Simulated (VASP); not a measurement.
Write the native input for VASP 6.6.1 that does the following.

| Property | Result |
| --- | --- |
| Task | single point |
| Functional | r2SCAN |
| Potentials or basis | VASP PAW PBE potentials, release 64 (Ga_d, N) |
| Cutoff | 520 eV |
| k mesh | 10 × 10 × 10 |
| Occupations | gaussian, width 0.05 eV |
| Spin | no spin polarisation |
| Dipole correction | no |
| Further INCAR settings | ALGO = Normal; EDIFF = 1e-06; NBANDS = 16 |

GaN:

```
Ga N
1.0
     0.00000    2.24894    2.31640
     2.24894    0.00000    2.31640
     2.24894    2.24894    0.00000
Ga N
1 1
Direct
  0.00000 0.00000 0.00000
  0.75000 0.75000 0.75000
```

This cell differs from its parent crystal: strain +0.000 along x and y, +0.030 along z.

These files were run (other wordings do the same):

POSCAR

```
GaN
1.0
    0.0000000000      2.2489367689      2.3164048720
    2.2489367689      0.0000000000      2.3164048720
    2.2489367689      2.2489367689      0.0000000000
Ga N
1 1
Direct
    0.0000000000      0.0000000000      0.0000000000
    0.7500000000      0.7500000000      0.7500000000
```

INCAR.step1

```
SYSTEM = GaN
PREC     = Accurate       ! precision mode
ENCUT    = 520            ! plane-wave cutoff, eV
ISMEAR   = 0              ! smearing method
SIGMA    = 0.05           ! smearing width, eV
LREAL    = .False.        ! projectors in reciprocal space
LASPH    = .True.         ! aspherical terms in the spheres
NELM     = 80             ! most SCF steps
NBANDS   = 16             ! bands
GGA      = PE             ! functional
ALGO     = Normal         ! electronic algorithm
EDIFF    = 1E-4           ! SCF threshold, eV
LWAVE    = .True.         ! write WAVECAR
LCHARG   = .False.        ! write CHGCAR
```

INCAR.step2

```
SYSTEM = GaN
PREC     = Accurate       ! precision mode
ENCUT    = 520            ! plane-wave cutoff, eV
EDIFF    = 1E-6           ! SCF threshold, eV
ISMEAR   = 0              ! smearing method
SIGMA    = 0.05           ! smearing width, eV
LREAL    = .False.        ! projectors in reciprocal space
LASPH    = .True.         ! aspherical terms in the spheres
NELM     = 80             ! most SCF steps
ALGO     = Normal         ! electronic algorithm
ISIF     = 2              ! what is computed and relaxed
LWAVE    = .False.        ! write WAVECAR
LCHARG   = .True.         ! write CHGCAR
METAGGA  = R2SCAN         ! meta-GGA
LMIXTAU  = .True.       
LELF     = .True.         ! ELF
LVHAR    = .True.       
NBANDS   = 16             ! bands
ISTART   = 1
```

KPOINTS

```
regular mesh
0
Gamma
  10 10 10
  0 0 0
```

Potentials or basis: VASP PAW PBE potentials, release 64 (Ga_d, N).

Command:

```console
$ cat potpaw_PBE.64/Ga_d/POTCAR potpaw_PBE.64/N/POTCAR > POTCAR
$ cp INCAR.step1 INCAR
$ mpirun -np 1 vasp_std > vasp.out
$ cp INCAR.step2 INCAR
$ mpirun -np 1 vasp_std > vasp.out
```

It gave:

```
Pressure               : -4.5 GPa
Band gap on the k mesh : 1.91 eV, direct
```

Caveat: the cell differs from its parent crystal (strain +0.000 along x and y, +0.030 along z); the PAW data sets were made with another functional, which shifts forces and pressure a little.

Wall time 79 s on 1 thread of Intel(R) Xeon(R) Platinum 8488C (Sapphire Rapids), on a shared host, peak memory 0.17 GiB.
